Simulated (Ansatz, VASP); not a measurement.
**Ga: VASP beside Ansatz**

INCAR

```
SYSTEM = Ga
  ALGO = Normal
  EDIFF = 1E-6
  ENCUT = 520
  GGA = PE
  ISIF = 2
  ISMEAR = -1
  LASPH = .TRUE.
  LCHARG = .FALSE.
  LREAL = .FALSE.
  LWAVE = .FALSE.
  NBANDS = 34
  NELM = 60
  PREC = Accurate
  SIGMA = 0.1
```

KPOINTS

```
k-points
0
G
  8 8 7
  0 0 0
```

File POSCAR:

```
Ga
1.0
    2.3107968683     -3.8729233244      0.0000000000
    2.3107968683      3.8729233244      0.0000000000
    0.0000000000      0.0000000000      4.5463111460
Ga
4
Direct
    0.8442122196      0.1557877804      0.0839449706
    0.6557877804      0.3442122196      0.5839449706
    0.1557877804      0.8442122196      0.9160550294
    0.3442122196      0.6557877804      0.4160550294
```

Input for Ansatz:

```yaml
crystal:
  lattice:
    - [2.3107968683, -3.8729233244, 0.0]
    - [2.3107968683, 3.8729233244, 0.0]
    - [0.0, 0.0, 4.546311146]
  atoms:
    - { symbol: Ga, position: [0.8442122196, 0.1557877804, 0.0839449706] }
    - { symbol: Ga, position: [0.6557877804, 0.3442122196, 0.5839449706] }
    - { symbol: Ga, position: [0.1557877804, 0.8442122196, 0.9160550294] }
    - { symbol: Ga, position: [0.3442122196, 0.6557877804, 0.4160550294] }
hamiltonian:
  xc: pbe
  pseudopotentials:
    kind: paw
    azcp:
      Ga: "pseudopotentials/Ga.paw.azcp"
basis:
  ecutwfc: 420
  fft_grid_basis: typed
kpoints:
  mp_grid: { grid: [8, 8, 7], shift: [0, 0, 0] }
magnetization:
  spin_polarized: false
scf:
  occupations: { method: fermi_dirac, width: 0.1 }
  lower_state_search: "off"
output:
  stress: true
```

Alike in both runs: task single point; functional PBE; k mesh 8 × 8 × 7; occupations fermi-dirac, width 0.1 eV; no spin polarisation.

```csv
,VASP,Ansatz
version,VASP 6.6.1,Ansatz 0.2.0
potentials or method,"VASP PAW PBE potentials, release 64 (Ga_d), cutoff 520 eV","plane waves (420 eV) with PAW, scalar-relativistic"
valence electrons in the cell,52,52
```

Ansatz gave:

* pressure (GPa): 0.0

**Question.** What did VASP give for the same quantities?

**Answer.** Pressure (GPa): 0.1.
